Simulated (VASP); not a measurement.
# C in VASP: notebook, part 3 of 3

VASP 6.6.1. Earlier steps stand in the parts before.

### Step 6. Single point, PBE+D3(BJ) (mode 4 frozen in at -0.024 Å and mode 6 at +0.015 Å (largest displacements))

The input, INCAR:

```
SYSTEM = C
  PREC = Accurate
  ENCUT = 520
  EDIFF = 1E-6
  ISMEAR = 0
  SIGMA = 0.05
  LREAL = .False.
  LASPH = .True.
  NELM = 60
  ALGO = Normal
  ISIF = 2
  LWAVE = .False.
  LCHARG = .False.
  GGA = PE
  IVDW = 12
  NBANDS = 11
```

The input, KPOINTS:

```
Automatic mesh
0
Gamma
  15 15 15
  0 0 0
```

The input, POSCAR:

```
C
1.0
    1.2324984681      0.7115833223      3.3613878357
   -1.2324984681      0.7115833223      3.3613878357
    0.0000000000     -1.4231666447      3.3613878357
C
2
Direct
    0.1677586574      0.1677586574      0.1572187814
    0.8322413426      0.8322413426      0.8427812186
```

Potentials or basis: VASP PAW PBE potentials, release 64 (C).

Command:

```console
> cat potpaw_PBE.64/C/POTCAR > POTCAR
> mpirun -np 1 vasp_std > vasp.out
```

OUTCAR:

```text
SYSTEM = C
   PREC = Accurate
   ENCUT = 520
   EDIFF = 1E-6
   ISMEAR = 0
   LREAL = .False.
   LASPH = .True.
   NELM = 60
   ISIF = 2
   GGA = PE
   IVDW = 12
 IVDW          = 12

 ion  position               nearest neighbor table
   1  0.168  0.168  0.157-   2 1.41   2 1.41   2 1.45
   2  0.832  0.832  0.843-   1 1.41   1 1.41   1 1.45

  LATTYP: Found a trigonal (rhomboedric) cell.
 ALAT       =     3.6502508791
 COS(alpha) =     0.7719881893

  Lattice vectors:

 A1 = (   1.2324984681,   0.7115833223,   3.3613878357)
 A2 = (  -1.2324984681,   0.7115833223,   3.3613878357)
 A3 = (   0.0000000000,  -1.4231666447,   3.3613878357)

Analysis of symmetry for initial positions (statically):
=====================================================================
 Subroutine PRICEL returns:
 Original cell was already a primitive cell.

 Routine SETGRP: Setting up the symmetry group for a
 trigonal (rhombohedral) supercell.

 Subroutine GETGRP returns: Found  4 space group operations
 (whereof  4 operations were pure point group operations)
 out of a pool of 12 trial point group operations.

The static configuration has the point symmetry C_2h.

Analysis of symmetry for dynamics (positions and initial velocities):
=====================================================================
 Subroutine PRICEL returns:
 Original cell was already a primitive cell.

 Routine SETGRP: Setting up the symmetry group for a
 trigonal (rhombohedral) supercell.

 Subroutine GETGRP returns: Found  4 space group operations
 (whereof  4 operations were pure point group operations)
 out of a pool of 12 trial point group operations.

The dynamic configuration has the point symmetry C_2h.

 Subroutine INISYM returns: Found  4 space group operations
 (whereof  4 operations are pure point group operations),
 and found     1 'primitive' translations

----------------------------------------------------------------------------------------

                                     Primitive cell

  volume of cell :      17.6881

  direct lattice vectors                    reciprocal lattice vectors
     1.232498468  0.711583322  3.361387836     0.405680017  0.234219467  0.099165389
    -1.232498468  0.711583322  3.361387836    -0.405680017  0.234219467  0.099165389
     0.000000000 -1.423166645  3.361387836     0.000000000 -0.468438935  0.099165389

  length of vectors
     3.650250879  3.650250879  3.650250879     0.478820227  0.478820227  0.478820227

  position of ions in fractional coordinates (direct lattice)
     0.167758657  0.167758657  0.157218781
     0.832241343  0.832241343  0.842781219

  ion indices of the primitive-cell ions
   primitive index   ion index
                 1           1
                 2           2

----------------------------------------------------------------------------------------

 KPOINTS: Automatic mesh

Automatic generation of k-mesh.
 Grid dimensions read from file:
 generate k-points for:   15   15   15

 Generating k-lattice:

[... 21 lines left out ...]
  0.133333  0.000000  0.000000      4.000000
  0.000000  0.000000  0.133333      2.000000
  0.200000  0.000000 -0.000000      4.000000
[... 16 lines left out ...]
  0.066667  0.000000  0.200000      4.000000
  0.266667  0.066667  0.000000      4.000000
 [... further k-points ...]
   k-points           NKPTS =    904   k-points in BZ     NKDIM =    904   number of bands    NBANDS=     11
   number of dos      NEDOS =    301   number of ions     NIONS =      2
   total plane-waves  NPLWV =  21952
   dimension x,y,z NGX =    28 NGY =   28 NGZ =   28
   dimension x,y,z NGXF=    56 NGYF=   56 NGZF=   56
   ions per type =               2
   NGX,Y,Z   is equivalent  to a cutoff of  12.75, 12.75, 12.75 a.u.
   NGXF,Y,Z  is equivalent  to a cutoff of  25.50, 25.50, 25.50 a.u.
 SYSTEM =  C
   PREC   = accura    normal or accurate (medium, high low for compatibility)
   ISTART =      0    job   : 0-new  1-cont  2-samecut
   ICHARG =      2    charge: 1-file 2-atom 10-const
   ISPIN  =      1    spin polarized calculation?
   LNONCOLLINEAR =      F non collinear calculations
   LSORBIT =      F    spin-orbit coupling
   LASPH  =      T    aspherical Exc in radial PAW
   ENCUT  =  520.0 eV  38.22 Ry    6.18 a.u.   6.79  6.79  6.79*2*pi/ulx,y,z
   NELM   =     60;   NELMIN=  2; NELMDL= -5     # of ELM steps
   EDIFF  = 0.1E-05   stopping-criterion for ELM
   LREAL  =      F    real-space projection
   EDIFFG = 0.1E-04   stopping-criterion for IOM
   NSW    =      0    number of steps for IOM
   IBRION =     -1    ionic relax: 0-MD 1-quasi-New 2-CG
   NFREE  =      0    steps in history (QN), initial steepest desc. (CG)
   ISIF   =      2    stress and relaxation
   ISYM   =      2    0-nonsym 1-usesym 2-fastsym
   POTIM  = 0.5000    time-step for ionic-motion
   TEBEG  =    0.0;   TEEND  =   0.0 temperature during run
   PSTRESS=    0.0 pullay stress
   NELECT =       8.0000    total number of electrons
   NUPDOWN=      -1.0000    fix difference up-down
   EMIN   =  10.00;   EMAX   =-10.00  energy-range for DOS
   EFERMI =   0.00;   METHOD = LEGACY
   ISMEAR =     0;   SIGMA  =   0.05  broadening in eV -4-tet -1-fermi 0-gaus
   EFERMI_NEDOS =   21; number of points for ismear=-14 and -15
   IALGO  =     38    algorithm
   IMIX   =      4    mixing-type and parameters
     AMIX     =   0.40;   BMIX     =  1.00
     AMIX_MAG =   1.60;   BMIX_MAG =  1.00
  volume/ion in A,a.u.               =       8.84        59.68
  Fermi-wavevector in a.u.,A,eV,Ry     =   1.256640  2.374705 21.485554  1.579144
  Thomas-Fermi vector in A             =   2.390338
   LORBIT       =      0    0 simple, 1 ext, 2 COOP (PROOUT), +10 PAW based schemes
   GGA     = PE    functional components
   LHFCALC =     F    Hartree Fock is set to
   AEXX    =    0.0000 exact exchange contribution
   IVDW    =    12    specifies the selected vdW correction
   LEPSILON=     F    determine dielectric tensor
   LRPA    =     F    only Hartree local field effects (RPA)
 non-spin polarized calculation
 Gauss-broadening in eV      SIGMA  =   0.05
  energy-cutoff  :      520.00
  volume of cell :       17.69
 maximum number of plane-waves:       490
   NGX = 13   NGY = 13   NGZ = 13

 number of electron       8.0000000 magnetization

 Free energy of the ion-electron system (eV)
  ---------------------------------------------------
  ext. energy  EPLUGINS =         0.00000000
  ---------------------------------------------------
  free energy    TOTEN  =       -18.38093206 eV

  energy without entropy =      -18.38093206  energy(sigma->0) =      -18.38093206

 E-fermi :   4.6491     XC(G=0): -10.3124

 val. band max:        4.4514175504   @ k =   0.2000  -0.1333  -0.4667
 cond. band min:       4.8427799408   @ k =   0.2000  -0.1333  -0.4667
 fundamental gap:      0.3913623904
 Fermi energy:         4.6490963055

 k-point     1 :       0.0000    0.0000    0.0000
  band No.  band energies     occupation
      1     -14.9860      2.00000
      2      -1.8894      2.00000
      3       1.2338      2.00000
      4       2.1405      2.00000
      5       8.8723      0.00000
      6      12.4323      0.00000
      7      13.6172      0.00000
      8      16.0606      0.00000
      9      17.3086      0.00000
     10      27.3764      0.00000
     11      30.3444      0.00000
[... 309 lines left out ...]
 k-point    24 :       0.2667    0.0667    0.0000
  band No.  band energies     occupation
      1     -13.5872      2.00000
      2      -2.4122      2.00000
      3      -0.6109      2.00000
      4      -0.3448      2.00000
      5      10.8605      0.00000
      6      12.4149      0.00000
      7      13.3426      0.00000
      8      16.9868      0.00000
      9      20.0791      0.00000
     10      23.9167      0.00000
     11      27.9981      0.00000

 [... further k-points ...]

------------------------ aborting loop because EDIFF is reached ----------------------------------------

 Edisp (eV)   -0.31200

 E8    (eV) :    -0.0884

  FORCE on cell =-STRESS in cart. coord.  units (eV):
  Direction    XX          YY          ZZ          XY          YZ          ZX
  --------------------------------------------------------------------------------------
  -------------------------------------------------------------------------------------
  Total       0.47955    -0.19693    -0.05633     0.00000     0.07535     0.00000
  in kB      43.43688   -17.83820    -5.10221     0.00000     6.82548     0.00000
  external pressure =        6.83 kB  Pullay stress =        0.00 kB

 VOLUME and BASIS-vectors are now :
 -----------------------------------------------------------------------------
  energy-cutoff  :      520.00
  volume of cell :       17.69
      direct lattice vectors                 reciprocal lattice vectors
     1.232498468  0.711583322  3.361387836     0.405680017  0.234219467  0.099165389
    -1.232498468  0.711583322  3.361387836    -0.405680017  0.234219467  0.099165389
     0.000000000 -1.423166645  3.361387836     0.000000000 -0.468438935  0.099165389

 POSITION                                       TOTAL-FORCE (eV/Angst)
 -----------------------------------------------------------------------------------
      0.00000      0.01500      1.65628         0.000000     -1.556204      0.781087
      0.00000     -0.01500      8.42789         0.000000      1.556204     -0.781087
 -----------------------------------------------------------------------------------
    total drift:                               -0.000000      0.000000     -0.000000

  FREE ENERGIE OF THE ION-ELECTRON SYSTEM (eV)
  ---------------------------------------------------
  free  energy   TOTEN  =       -18.6929346202 eV

  energy  without entropy=      -18.6929346202  energy(sigma->0) =      -18.69293462
```

OSZICAR:

```text
N       E                     dE             d eps       ncg     rms          rms(c)
DAV:   1     0.609623205632E+01    0.60962E+01   -0.45401E+03 20414   0.663E+02
DAV:   2    -0.189619068121E+02   -0.25058E+02   -0.23732E+02 26115   0.131E+02
DAV:   3    -0.195603977307E+02   -0.59849E+00   -0.59735E+00 24956   0.170E+01
DAV:   4    -0.195626148797E+02   -0.22171E-02   -0.22170E-02 23314   0.126E+00
DAV:   5    -0.195626231956E+02   -0.83160E-05   -0.83158E-05 25246   0.710E-02    0.632E+00
DAV:   6    -0.186624215870E+02    0.90020E+00   -0.76407E-01 23380   0.508E+00    0.368E+00
DAV:   7    -0.183774516108E+02    0.28497E+00   -0.86275E-01 24111   0.543E+00    0.103E+00
DAV:   8    -0.183810161075E+02   -0.35645E-02   -0.19937E-02 22336   0.899E-01    0.113E-01
DAV:   9    -0.183808559082E+02    0.16020E-03   -0.52511E-04 24274   0.148E-01    0.531E-02
DAV:  10    -0.183809317101E+02   -0.75802E-04   -0.12660E-04 22577   0.784E-02    0.259E-02
DAV:  11    -0.183809320605E+02   -0.35039E-06   -0.69545E-06 24547   0.154E-02
   1 F= -.18692935E+02 E0= -.18692935E+02  d E =-.156329E-10
```

stdout:

```text
POSCAR found type information on POSCAR C
 POSCAR found :  1 types and       2 ions
 scaLAPACK will be used
 LDA part: xc-table for (Slater+PW92), standard interpolation
 POSCAR, INCAR and KPOINTS ok, starting setup
 FFT: planning ... GRIDC
 FFT: planning ... GRID_SOFT
 FFT: planning ... GRID
 WAVECAR not read
 entering main loop
```

Run time: 1.9 min. Hardware: 1 thread of Intel Xeon Platinum 8488C (Sapphire Rapids), shared host; peak memory 0.27 GiB.

What came out:

- Free energy: -18.6929 eV
- Pressure: 0.7 GPa
- Largest force: 1.741 eV/Å
- Band gap on the k mesh: 0.39 eV, direct
- Dispersion energy per atom: -0.156 eV

Forces in eV/Å, atoms in the order of the input:
```
C    0.000 -1.556  0.781
C    0.000  1.556 -0.781
```

Caveat: the cell differs from its parent crystal (mode 4 frozen in at -0.024 Å and mode 6 at +0.015 Å (largest displacements)); forces of over 1 eV/Å act on the atoms, so gaps and moduli don't describe the material at rest. A k mesh can miss the band edges.
